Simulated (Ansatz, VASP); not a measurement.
One calculation of Ge, two programs

File INCAR:

```
SYSTEM = Ge
  PREC = Accurate
  ENCUT = 520
  EDIFF = 1E-6
  ISMEAR = 0
  SIGMA = 0.15
  LREAL = .FALSE.
  LASPH = .TRUE.
  NELM = 100
  ALGO = Normal
  ISIF = 2
  LWAVE = .FALSE.
  LCHARG = .FALSE.
  GGA = PE
  NBANDS = 21
```

File KPOINTS:

```
regular mesh
0
G
  14 14 14
  0 0 0
```

Contents of POSCAR:

```
Ge
1.0
    0.0000000000      2.9394169731      2.7662853133
    2.9394169731      0.0000000000      2.7662853133
    2.9394169731      2.9394169731      0.0000000000
Ge
2
Direct
    0.5000000000      0.5000000000      0.5000000000
    0.7500000000      0.7500000000      0.7500000000
```

Input for Ansatz:

```yaml
crystal:
  lattice:
    - [0.0, 2.9394169731, 2.7662853133]
    - [2.9394169731, 0.0, 2.7662853133]
    - [2.9394169731, 2.9394169731, 0.0]
  atoms:
    - { symbol: Ge, position: [0.5, 0.5, 0.5] }
    - { symbol: Ge, position: [0.75, 0.75, 0.75] }
basis:
  ecutwfc: 420
kpoints:
  mp_grid: { grid: [14, 14, 14] }
hamiltonian:
  xc: pbe
scf:
  occupations: { method: gaussian, width: 0.15 }
output:
  forces: true
  stress: true
  eigenvalues: true
  write_density: true
  write_potential: true
  elf: true
  volumetric_format: npy
```

Alike in both runs: task single point; functional PBE; k mesh 14 × 14 × 14; occupations gaussian, width 0.15 eV; no spin polarisation.

|  | VASP | Ansatz |
| --- | --- | --- |
| version | VASP 6.6.1 | Ansatz 0.2.0 |
| potentials or method | VASP PAW PBE potentials, release 64 (Ge_d), cutoff 520 eV | scalar-relativistic, plane waves, PAW |
| valence electrons in the cell | 28 | 28 |

```csv
,VASP,Ansatz,Ansatz less VASP
gap on the k mesh at the Fermi level (eV),none,none,-
pressure (GPa),-0.1,0.0,+0.11
"traceless stress, the component that is largest in VASP (GPa)",2.41,2.40,-0.010
```

A gap of «none» marks a metal or a gap that the smearing closes.
